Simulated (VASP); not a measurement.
Input of a VASP 6.6.1 run:

Contents of INCAR:

```
SYSTEM = As
ALGO     = Normal         ! electronic algorithm
EDIFF    = 1E-6           ! SCF threshold, eV
ENCUT    = 520            ! plane-wave cutoff, eV
GGA      = PE             ! functional
ISIF     = 2              ! what is computed and relaxed
ISMEAR   = -1             ! smearing method
LASPH    = .True.         ! aspherical terms in the spheres
LCHARG   = .False.        ! write CHGCAR
LREAL    = .False.        ! projectors in reciprocal space
LWAVE    = .False.        ! write WAVECAR
NBANDS   = 12             ! bands
NELM     = 60             ! most SCF steps
PREC     = Accurate       ! precision mode
SIGMA    = 0.03           ! smearing width, eV
```

KPOINTS

```
k-points
0
Gamma
  11 11 11
  0 0 0
```

File POSCAR:

```
As
1.0
    1.8797494575      1.0852738553      3.4857700000
   -1.8797494575      1.0852738553      3.4857700000
    0.0000000000     -2.1705477106      3.4857700000
As
2
Direct
    0.2275400000      0.2275400000      0.2275400000
    0.7872936840      0.7684853264      0.7616009897
```

Potentials or basis: VASP PAW PBE potentials, release 64 (As).

Command:

```console
$ cat potpaw_PBE.64/As/POTCAR > POTCAR
$ mpirun -np 1 vasp_std > vasp.out
```

Q: Predict the band gap on the k mesh.

A: Zero (bands 5 and 6 overlap by 0.41 eV).

Q: Predict the pressure.

A: 3.9 GPa.

Q: Estimate the largest force.

A: 0.390 eV/Å.

Forces in eV/Å, atoms in the order of the input:
```
As   0.167  0.183  0.302
As  -0.167 -0.183 -0.302
```

Caveat: the cell differs from its parent crystal (atom 2 (As) moved by [0.035355, 0.035355, 0.0] A); the cell stands under pressure.
